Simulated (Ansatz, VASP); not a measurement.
# CsBr in VASP and in Ansatz

INCAR

```
PREC = Accurate
ENCUT = 500
EDIFF = 1E-6
ISMEAR = 0
SIGMA = 0.05
LREAL = F
LASPH = T
NELM = 120
ALGO = Normal
ISIF = 2
LWAVE = F
LCHARG = T
GGA = CA
LELF = T
LVHAR = T
NBANDS = 15
GGA_COMPAT = F
```

The input KPOINTS:

```
regular mesh
0
Gamma
  10 10 10
```

POSCAR

```
CsBr
1.0
    4.2860000000      0.0000000000      0.0000000000
    0.0000000000      4.2860000000      0.0000000000
    0.0000000000      0.0000000000      4.2860000000
Cs Br
1 1
Direct
    0.0000000000      0.0000000000      0.0000000000
    0.5000000000      0.5000000000      0.5000000000
```

Input for Ansatz:

```yaml
crystal:
  lattice:
    - [4.286, 0.0, 0.0]
    - [0.0, 4.286, 0.0]
    - [0.0, 0.0, 4.286]
  atoms:
    - { symbol: Cs, position: [0.0, 0.0, 0.0] }
    - { symbol: Br, position: [0.5, 0.5, 0.5] }
basis:
  ecutwfc: 420
kpoints:
  mp_grid: { grid: [10, 10, 10] }
hamiltonian:
  xc: lda
scf:
  occupations: { method: gaussian, width: 0.05 }
output:
  forces: true
  eigenvalues: true
  eigenstates:
    nscf_kmesh: { grid: [28, 28, 28] }
    top_band: c6
    de_dk: true
    localisation: true
  stress: true
checkpoint:
  write: ck
  compress: false
  write_wavefunctions: false
  write_every: 100000
```

Alike in both runs: task single point; functional LDA; k mesh 10 × 10 × 10; occupations gaussian, width 0.05 eV; no spin polarisation.

```csv
,VASP,Ansatz
version,VASP 6.6.1,Ansatz 0.2.0
potentials or method,"VASP PAW LDA potentials, release 64 (Cs_sv, Br), cutoff 500 eV","scalar-relativistic, plane waves, PAW"
valence electrons in the cell,16,16
```

```tsv
	VASP	Ansatz	Ansatz less VASP
gap on the k mesh at the Fermi level (eV)	4.14	4.13	-0.009
pressure (GPa)	-1.6	-1.7	-0.06
```

LDA's correlation is that of Perdew and Zunger in VASP and of Perdew and Wang (1992) in Ansatz.

Spin-orbit coupling is off throughout.
